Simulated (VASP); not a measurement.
Set up this calculation in VASP 6.6.1, as the native input.

* Task: single point
* Functional: LDA
* Potentials or basis: VASP PAW LDA potentials, release 64 (Al, N)
* Cutoff: 600 eV
* k mesh: 9 × 9 × 6
* Occupations: gaussian, width 0.05 eV
* Spin: no spin polarisation
* Dipole correction: no
* Further INCAR settings: ALGO = Normal; EDIFF = 1e-06; NBANDS = 16

The structure of AlN lies in POSCAR:

```
AlN
1.0
    3.3286763205      0.0000000000      0.0000000000
   -1.6643381603      2.8683763727      0.0000000000
    0.0000000000      0.0000000000      4.1875630000
Al N
2 2
Direct
    0.3333333333      0.6666666667      0.7500000000
    0.6666666667      0.3333333333      0.2500000000
    0.3333333333      0.6666666667      0.2500000000
    0.6666666667      0.3333333333      0.7500000000
```

This cell differs from its parent crystal: strain +0.0050 x Voigt [1, 0, 0, 0, 0, 0].

These files were run (other wordings do the same):

INCAR

```
SYSTEM = AlN
ALGO = Normal
EDIFF = 1E-6
ENCUT = 600
GGA_COMPAT = .FALSE.
ISIF = 2
ISMEAR = 0
LASPH = .TRUE.
LCHARG = .TRUE.
LELF = .TRUE.
LREAL = .FALSE.
LVHAR = .TRUE.
LWAVE = .FALSE.
NBANDS = 16
NELM = 120
PREC = Accurate
SIGMA = 0.05
```

KPOINTS

```
k-points
0
G
  9 9 6
  0 0 0
```

Potentials or basis: VASP PAW LDA potentials, release 64 (Al, N).

Launch:

```bash
$ cat potpaw_LDA.64/Al/POTCAR potpaw_LDA.64/N/POTCAR > POTCAR
$ mpirun -np 1 vasp_std > vasp.out
```

Results of the run:

The pressure is -9.3 GPa. The largest force is 0.062 eV/Å and the band gap on the k mesh is 3.25 eV, direct.

Caveat: the cell differs from its parent crystal (strain +0.0050 x Voigt [1, 0, 0, 0, 0, 0]).

Run time: 32 s on 1 thread of Intel(R) Xeon(R) 6975P-C (Granite Rapids), with other jobs on the host, peak memory 0.18 GiB.
